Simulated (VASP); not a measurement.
# Co (P6_3/mmc) in VASP: notebook

Co is run at these levels: r2SCAN; tasks: single point.

All numbers are computed with VASP 6.6.1; they aren't measurements. Logs are shortened: lines on timing, memory, paths and dates and some standing lists are left out, and cuts for length are marked.

**1. The cell of the first run**

The structure is hexagonal, space group P6_3/mmc (No. 194). Conventional cell: a = 2.427 Å, b = 2.427 Å, c = 3.913 Å, α = 90.00°, β = 90.00°, γ = 120.00°. Co (site symmetry -6m2) has 12 Co at 2.41 to 2.43 Å within 3.2 Å.

**2. Single point, r2SCAN**

Contents of POSCAR:

```
Co
1.0
    2.4271453599      0.0000000000      0.0000000000
   -1.2135726799      2.1019695403      0.0000000000
    0.0000000000      0.0000000000      3.9126468420
Co
2
Direct
    0.3333333333      0.6666666667      0.2500000000
    0.6666666667      0.3333333333      0.7500000000
```

Contents of INCAR.step1:

```
SYSTEM = Co
PREC = Accurate
ENCUT = 520
ISMEAR = -1
SIGMA = 0.1
LREAL = .FALSE.
LASPH = .TRUE.
NELM = 60
NBANDS = 16
GGA = PE
ALGO = Normal
EDIFF = 1E-4
LWAVE = .TRUE.
LCHARG = .FALSE.
```

Contents of INCAR.step2:

```
SYSTEM = Co
PREC = Accurate
ENCUT = 520
EDIFF = 1E-6
ISMEAR = -1
SIGMA = 0.1
LREAL = .FALSE.
LASPH = .TRUE.
NELM = 60
ALGO = Normal
ISIF = 2
LWAVE = .FALSE.
LCHARG = .FALSE.
METAGGA = R2SCAN
LMIXTAU = .TRUE.
NBANDS = 16
ISTART = 1
```

Contents of KPOINTS:

```
Automatic mesh
0
G
  15 15 8
  0 0 0
```

Potentials or basis: VASP PAW PBE potentials, release 64 (Co).

On the command line:

```
cat potpaw_PBE.64/Co/POTCAR > POTCAR
cp INCAR.step1 INCAR
mpirun -np 1 vasp_std > vasp.out
cp INCAR.step2 INCAR
mpirun -np 1 vasp_std > vasp.out
```

OUTCAR:

```text
SYSTEM = Co
   PREC = Accurate
   ENCUT = 520
   EDIFF = 1E-6
   ISMEAR = -1
   LREAL = .FALSE.
   LASPH = .TRUE.
   NELM = 60
   ISIF = 2
   METAGGA = R2SCAN
   ISTART = 1

 ion  position               nearest neighbor table
   1  0.333  0.667  0.250-   2 2.41   2 2.41   2 2.41   2 2.41   2 2.41   2 2.41
   2  0.667  0.333  0.750-   1 2.41   1 2.41   1 2.41   1 2.41   1 2.41   1 2.41

  LATTYP: Found a hexagonal cell.
 ALAT       =     2.4271453599
 C/A-ratio  =     1.6120364716

  Lattice vectors:

 A1 = (   2.4271453599,   0.0000000000,   0.0000000000)
 A2 = (  -1.2135726799,   2.1019695403,   0.0000000000)
 A3 = (   0.0000000000,   0.0000000000,   3.9126468420)

Analysis of symmetry for initial positions (statically):
=====================================================================
 Subroutine PRICEL returns:
 Original cell was already a primitive cell.

 Routine SETGRP: Setting up the symmetry group for a
 hexagonal supercell.

 Subroutine GETGRP returns: Found 24 space group operations
 (whereof 12 operations were pure point group operations)
 out of a pool of 24 trial point group operations.

The static configuration has the point symmetry D_3d.
 The point group associated with its full space group is D_6h.

Analysis of symmetry for dynamics (positions and initial velocities):
=====================================================================
 Subroutine PRICEL returns:
 Original cell was already a primitive cell.

 Routine SETGRP: Setting up the symmetry group for a
 hexagonal supercell.

 Subroutine GETGRP returns: Found 24 space group operations
 (whereof 12 operations were pure point group operations)
 out of a pool of 24 trial point group operations.

The dynamic configuration has the point symmetry D_3d.
 The point group associated with its full space group is D_6h.

 Subroutine INISYM returns: Found 24 space group operations
 (whereof 12 operations are pure point group operations),
 and found     1 'primitive' translations

----------------------------------------------------------------------------------------

                                     Primitive cell

  volume of cell :      19.9615

  direct lattice vectors                    reciprocal lattice vectors
     2.427145360  0.000000000  0.000000000     0.412006638  0.237872143  0.000000000
    -1.213572680  2.101969540  0.000000000     0.000000000  0.475744287  0.000000000
     0.000000000  0.000000000  3.912646842     0.000000000  0.000000000  0.255581462

  length of vectors
     2.427145360  2.427145360  3.912646842     0.475744287  0.475744287  0.255581462

  position of ions in fractional coordinates (direct lattice)
     0.333333333  0.666666667  0.250000000
     0.666666667  0.333333333  0.750000000

  ion indices of the primitive-cell ions
   primitive index   ion index
                 1           1
                 2           2

----------------------------------------------------------------------------------------

 KPOINTS: Automatic mesh

Automatic generation of k-mesh.
 Grid dimensions read from file:
 generate k-points for:   15   15    8

 Generating k-lattice:

  Cartesian coordinates                     Fractional coordinates (reciprocal lattice)
     0.027467109  0.015858143  0.000000000     0.066666667  0.000000000  0.000000000
     0.000000000  0.031716286  0.000000000     0.000000000  0.066666667  0.000000000
     0.000000000  0.000000000  0.031947683     0.000000000  0.000000000  0.125000000

  Length of vectors
     0.031716286  0.031716286  0.031947683

  Shift w.r.t. Gamma in fractional coordinates (k-lattice)
     0.000000000  0.000000000  0.000000000

 Subroutine IBZKPT returns following result:
 ===========================================

 Found    135 irreducible k-points:

 Following reciprocal coordinates:
            Coordinates               Weight
  0.000000  0.000000  0.000000      1.000000
  0.066667 -0.000000  0.000000      6.000000
  0.133333 -0.000000  0.000000      6.000000
  0.200000  0.000000  0.000000      6.000000
  0.266667 -0.000000  0.000000      6.000000
  0.333333  0.000000  0.000000      6.000000
[... 16 lines left out ...]
  0.333333  0.200000  0.000000     12.000000
  0.400000  0.200000  0.000000      6.000000
 [... further k-points ...]
   k-points           NKPTS =    135   k-points in BZ     NKDIM =    135   number of bands    NBANDS=     16
   number of dos      NEDOS =    301   number of ions     NIONS =      2
   total plane-waves  NPLWV =   9720
   dimension x,y,z NGX =    18 NGY =   18 NGZ =   30
   dimension x,y,z NGXF=    36 NGYF=   36 NGZF=   60
   ions per type =               2
   NGX,Y,Z   is equivalent  to a cutoff of  12.33, 12.33, 12.75 a.u.
   NGXF,Y,Z  is equivalent  to a cutoff of  24.66, 24.66, 25.49 a.u.
 SYSTEM =  Co
   PREC   = accura    normal or accurate (medium, high low for compatibility)
   ISTART =      1    job   : 0-new  1-cont  2-samecut
   ICHARG =      0    charge: 1-file 2-atom 10-const
   ISPIN  =      1    spin polarized calculation?
   LNONCOLLINEAR =      F non collinear calculations
   LSORBIT =      F    spin-orbit coupling
   LASPH  =      T    aspherical Exc in radial PAW
   ENCUT  =  520.0 eV  38.22 Ry    6.18 a.u.   4.51  4.51  7.27*2*pi/ulx,y,z
   NELM   =     60;   NELMIN=  2; NELMDL=  0     # of ELM steps
   EDIFF  = 0.1E-05   stopping-criterion for ELM
   LREAL  =      F    real-space projection
   EDIFFG = 0.1E-04   stopping-criterion for IOM
   NSW    =      0    number of steps for IOM
   IBRION =     -1    ionic relax: 0-MD 1-quasi-New 2-CG
   NFREE  =      0    steps in history (QN), initial steepest desc. (CG)
   ISIF   =      2    stress and relaxation
   ISYM   =      2    0-nonsym 1-usesym 2-fastsym
   POTIM  = 0.5000    time-step for ionic-motion
   TEBEG  =    0.0;   TEEND  =   0.0 temperature during run
   PSTRESS=    0.0 pullay stress
   NELECT =      18.0000    total number of electrons
   NUPDOWN=      -1.0000    fix difference up-down
   EMIN   =  10.00;   EMAX   =-10.00  energy-range for DOS
   EFERMI =   0.00;   METHOD = LEGACY
   ISMEAR =    -1;   SIGMA  =   0.10  broadening in eV -4-tet -1-fermi 0-gaus
   EFERMI_NEDOS =   21; number of points for ismear=-14 and -15
   IALGO  =     38    algorithm
   IMIX   =      4    mixing-type and parameters
     AMIX     =   0.40;   BMIX     =  1.00
     AMIX_MAG =   1.60;   BMIX_MAG =  1.00
  volume/ion in A,a.u.               =       9.98        67.35
  Fermi-wavevector in a.u.,A,eV,Ry     =   1.581617  2.988823 34.035150  2.501513
  Thomas-Fermi vector in A             =   2.681665
   LORBIT       =      0    0 simple, 1 ext, 2 COOP (PROOUT), +10 PAW based schemes
   METAGGA = R2SCAN    functional components
   LHFCALC =     F    Hartree Fock is set to
   AEXX    =    0.0000 exact exchange contribution
   IVDW    =     0    specifies the selected vdW correction
   LEPSILON=     F    determine dielectric tensor
   LRPA    =     F    only Hartree local field effects (RPA)
 non-spin polarized calculation
  energy-cutoff  :      520.00
  volume of cell :       19.96
 maximum number of plane-waves:       556
 NGX is ok and might be reduce to    18
   NGX =  9   NGY =  9   NGZ = 15

 number of electron      17.9999995 magnetization

 Free energy of the ion-electron system (eV)
  ---------------------------------------------------
  ext. energy  EPLUGINS =         0.00000000
  ---------------------------------------------------
  free energy    TOTEN  =       -25.49499733 eV

  energy without entropy =      -25.32822190  energy(sigma->0) =      -25.41160961

 E-fermi :  11.2637     XC(G=0): -15.1892

 val. band max:       11.2618903183   @ k =   0.2667  -0.0000   0.3750
 cond. band min:      11.2656277223   @ k =   0.2000   0.2000   0.1250
 fundamental gap:      0.0037374040
 Fermi energy:        11.2636618565

 k-point     1 :       0.0000    0.0000    0.0000
  band No.  band energies     occupation
      1       1.4573      2.00000
      2       5.9818      2.00000
      3       9.2191      2.00000
      4       9.2338      2.00000
      5       9.2338      2.00000
      6       9.6286      2.00000
[... 8 lines left out ...]
     15      38.4382      0.00000
     16      38.6995      0.00000

 k-point     2 :       0.0667   -0.0000    0.0000
  band No.  band energies     occupation
      1       1.6305      2.00000
      2       6.0928      2.00000
      3       9.0006      2.00000
      4       9.3218      2.00000
      5       9.4196      2.00000
      6       9.5836      2.00000
[... 8 lines left out ...]
     15      36.2474      0.00000
     16      36.8218      0.00000

 k-point     3 :       0.1333   -0.0000    0.0000
  band No.  band energies     occupation
      1       2.1388      2.00000
      2       6.3923      2.00000
      3       8.7190      2.00000
      4       9.1307      2.00000
      5       9.4235      2.00000
      6       9.5763      2.00000
[... 8 lines left out ...]
     15      34.6511      0.00000
     16      35.1106      0.00000

 k-point     4 :       0.2000    0.0000    0.0000
  band No.  band energies     occupation
      1       2.9435      2.00000
      2       6.7620      2.00000
      3       8.3649      2.00000
      4       8.4339      2.00000
      5       9.2741      2.00000
      6       9.6186      2.00000
[... 8 lines left out ...]
     15      32.6657      0.00000
     16      34.2713      0.00000
[... 324 lines left out ...]
 k-point    22 :       0.2667    0.2000    0.0000
  band No.  band energies     occupation
      1       6.2954      2.00000
      2       7.1236      2.00000
      3       7.3006      2.00000
      4       7.7000      2.00000
      5       8.7850      2.00000
      6       9.3769      2.00000
[... 8 lines left out ...]
     15      23.5907      0.00000
     16      29.4817      0.00000

 k-point    23 :       0.3333    0.2000    0.0000
  band No.  band energies     occupation
      1       6.8446      2.00000
      2       6.9941      2.00000
      3       7.1244      2.00000
      4       7.9319      2.00000
      5       8.7786      2.00000
      6       9.1689      2.00000
[... 8 lines left out ...]
     15      23.7497      0.00000
     16      27.3362      0.00000

 k-point    24 :       0.4000    0.2000    0.0000
  band No.  band energies     occupation
      1       6.9511      2.00000
      2       6.9918      2.00000
      3       7.0537      2.00000
      4       8.0767      2.00000
      5       8.8116      2.00000
      6       9.0597      2.00000
[... 8 lines left out ...]
     15      24.1972      0.00000
     16      26.0067      0.00000

 [... further k-points ...]

------------------------ aborting loop because EDIFF is reached ----------------------------------------

  FORCE on cell =-STRESS in cart. coord.  units (eV):
  Direction    XX          YY          ZZ          XY          YZ          ZX
  --------------------------------------------------------------------------------------
  -------------------------------------------------------------------------------------
  Total        0.0251526      0.0251526      0.0118699      0.0000000      0.0000000     -0.0000000
  in kB        2.0188376      2.0188376      0.9527175      0.0000000      0.0000000     -0.0000000
  external PRESSURE =       1.6634642 kB  Pullay stress =       0.0000000 kB

 VOLUME and BASIS-vectors are now :
 -----------------------------------------------------------------------------
  energy-cutoff  :      520.00
  volume of cell :       19.96
      direct lattice vectors                 reciprocal lattice vectors
     2.427145360  0.000000000  0.000000000     0.412006638  0.237872143  0.000000000
    -1.213572680  2.101969540  0.000000000     0.000000000  0.475744287  0.000000000
     0.000000000  0.000000000  3.912646842     0.000000000  0.000000000  0.255581462

 POSITION                                       TOTAL-FORCE (eV/Angst)
 -----------------------------------------------------------------------------------
     -0.00000      1.40131      0.97816        -0.000000      0.000000      0.000000
      1.21357      0.70066      2.93449         0.000000     -0.000000      0.000000
 -----------------------------------------------------------------------------------
    total drift:                                0.000000     -0.000000     -0.000000

  FREE ENERGIE OF THE ION-ELECTRON SYSTEM (eV)
  ---------------------------------------------------
  free  energy   TOTEN  =       -25.4949973316 eV

  energy  without entropy=      -25.3282218979  energy(sigma->0) =      -25.41160961
```

Run time: 2.3 min. Hardware: 1 thread of Intel Xeon Platinum 8259CL at 2.50GHz (Skylake/Cascade Lake), shared host; peak memory 0.16 GiB.

Results:

| Item | Value |
| --- | --- |
| Free energy | -25.4950 eV |
| Pressure | 0.2 GPa |
| Band gap on the k mesh | zero (bands 9 and 10 overlap by 1.69 eV) |

Caveat: the PAW data sets were made with another functional, which shifts forces and pressure a little; the run has no spin polarisation, though such a crystal can be magnetic. Spin polarisation is off, so any magnetic state and its effect on volume and gap are missing.

**3. Single point, r2SCAN**

POSCAR is that of step 2.

Contents of INCAR.step1:

```
ALGO = Normal
EDIFF = 1E-4
ENCUT = 520
GGA = PE
ISMEAR = -1
LASPH = T
LCHARG = F
LREAL = F
LWAVE = T
NBANDS = 16
NELM = 100
PREC = Accurate
SIGMA = 0.1
```

Contents of INCAR.step2:

```
ALGO = Normal
EDIFF = 1E-7
ENCUT = 520
ISIF = 2
ISMEAR = -1
ISTART = 1
LASPH = T
LCHARG = F
LMIXTAU = T
LREAL = F
LWAVE = F
METAGGA = R2SCAN
NBANDS = 16
NELM = 100
PREC = Accurate
SIGMA = 0.1
```

Contents of KPOINTS:

```
k-points
0
Gamma
  15 15 8
```

Potentials or basis: VASP PAW PBE potentials, release 64 (Co).

On the command line:

```
cat potpaw_PBE.64/Co/POTCAR > POTCAR
cp INCAR.step1 INCAR
mpirun -np 1 vasp_std > vasp.out
cp INCAR.step2 INCAR
mpirun -np 1 vasp_std > vasp.out
```

Wall time 2.5 min (1 thread of Intel Xeon Platinum 8259CL at 2.50GHz (Skylake/Cascade Lake), shared host); peak memory 0.16 GiB.

It converged, with:

```
Free energy            : -25.4950 eV
Pressure               : 0.2 GPa
Band gap on the k mesh : zero (bands 9 and 10 overlap by 1.69 eV)
```

Stress tensor (GPa, compression positive):
```
0.20 0.00 0.00
0.00 0.20 0.00
0.00 0.00 0.09
```

Levels at points of the mesh, in eV from the Fermi level:
```
           k point  band 7  band 8  band 9  band 10  band 11  band 12
(0.00, 0.00, 0.00)   -1.64   -1.24   -1.24    -0.16     0.11     0.11
(0.00, 0.00, 0.50)   -2.12   -2.12   -0.25    -0.25    -0.25    -0.25
```

Caveat: the PAW data sets were made with another functional, which shifts forces and pressure a little; the run has no spin polarisation, though such a crystal can be magnetic. Spin polarisation is off, so any magnetic state and its effect on volume and gap are missing.

**4. Single point, r2SCAN**

POSCAR is that of step 3.

Contents of INCAR.step1:

```
SYSTEM = Co
PREC = Accurate
ENCUT = 520
ISMEAR = 0
SIGMA = 0.01
LREAL = .False.
LASPH = .True.
NELM = 80
NBANDS = 16
GGA = PE
ALGO = Normal
EDIFF = 1E-4
LWAVE = .True.
LCHARG = .False.
```

Contents of INCAR.step2:

```
SYSTEM = Co
PREC = Accurate
ENCUT = 520
EDIFF = 1E-6
ISMEAR = 0
SIGMA = 0.01
LREAL = .False.
LASPH = .True.
NELM = 80
ALGO = Normal
ISIF = 2
LWAVE = .False.
LCHARG = .False.
METAGGA = R2SCAN
LMIXTAU = .True.
NBANDS = 16
ISTART = 1
```

Contents of KPOINTS:

```
Automatic mesh
0
Gamma
  15 15 8
  0 0 0
```

On the command line:

```
cat potpaw_PBE.64/Co/POTCAR > POTCAR
cp INCAR.step1 INCAR
mpirun -np 1 vasp_std > vasp.out
cp INCAR.step2 INCAR
mpirun -np 1 vasp_std > vasp.out
```

Wall time 2.3 min (1 thread of Intel Xeon Platinum 8259CL at 2.50GHz (Skylake/Cascade Lake), shared host); peak memory 0.16 GiB.

Results (log left out):

```
Free energy            : -25.4093 eV
Pressure               : -0.8 GPa
Band gap on the k mesh : zero (bands 9 and 10 overlap by 1.69 eV)
```

Stress tensor (GPa, compression positive):
```
-0.72  0.00  0.00
 0.00 -0.72  0.00
 0.00  0.00 -1.07
```

Levels at points of the mesh, in eV from the Fermi level:
```tsv
k point	band 5	band 6	band 7	band 8	band 9	band 10	band 11	band 12	band 13	band 14
(0.00, 0.00, 0.00)	-2.04	-1.65	-1.65	-1.25	-1.25	-0.17	0.09	0.09	7.92	23.56
(0.00, 0.00, 0.50)	-2.13	-2.13	-2.13	-2.13	-0.27	-0.27	-0.27	-0.27	16.90	16.90
```

Caveat: the PAW data sets were made with another functional, which shifts forces and pressure a little; the run has no spin polarisation, though such a crystal can be magnetic. Spin polarisation is off, so any magnetic state and its effect on volume and gap are missing.

**5. Single point, r2SCAN**

POSCAR is that of step 4.

Contents of INCAR.step1:

```
ALGO = Normal
EDIFF = 1E-4
ENCUT = 520
GGA = PE
ISMEAR = 0
LASPH = True
LCHARG = False
LREAL = False
LWAVE = True
NBANDS = 16
NELM = 60
PREC = Accurate
SIGMA = 0.03
```

Contents of INCAR.step2:

```
ALGO = Normal
EDIFF = 1E-6
ENCUT = 520
ISIF = 2
ISMEAR = 0
ISTART = 1
LASPH = True
LCHARG = True
LELF = True
LMIXTAU = True
LREAL = False
LVHAR = True
LWAVE = False
METAGGA = R2SCAN
NBANDS = 16
NELM = 60
PREC = Accurate
SIGMA = 0.03
```

Contents of KPOINTS:

```
k-points
0
Gamma
  15 15 8
```

On the command line:

```
cat potpaw_PBE.64/Co/POTCAR > POTCAR
cp INCAR.step1 INCAR
mpirun -np 1 vasp_std > vasp.out
cp INCAR.step2 INCAR
mpirun -np 1 vasp_std > vasp.out
```

Run time: 2.4 min. Hardware: 1 thread of Intel Xeon Platinum 8259CL at 2.50GHz (Skylake/Cascade Lake), shared host; peak memory 0.16 GiB.

The run converged. Its results:

```
Free energy            : -25.4104 eV
Pressure               : -0.8 GPa
Band gap on the k mesh : zero (bands 9 and 10 overlap by 1.69 eV)
```

Stress tensor (GPa, compression positive):
```
-0.74  0.00  0.00
 0.00 -0.74  0.00
 0.00  0.00 -0.98
```

Levels at points of the mesh, in eV from the Fermi level:
```tsv
k point	band 6	band 7	band 8	band 9	band 10	band 11	band 12	band 13
(0.00, 0.00, 0.00)	-1.65	-1.65	-1.26	-1.26	-0.17	0.09	0.09	7.92
(0.00, 0.00, 0.50)	-2.13	-2.13	-2.13	-0.27	-0.27	-0.27	-0.27	16.90
```

Caveat: the PAW data sets were made with another functional, which shifts forces and pressure a little; the run has no spin polarisation, though such a crystal can be magnetic.

(Part 1 of 2 ends here.)
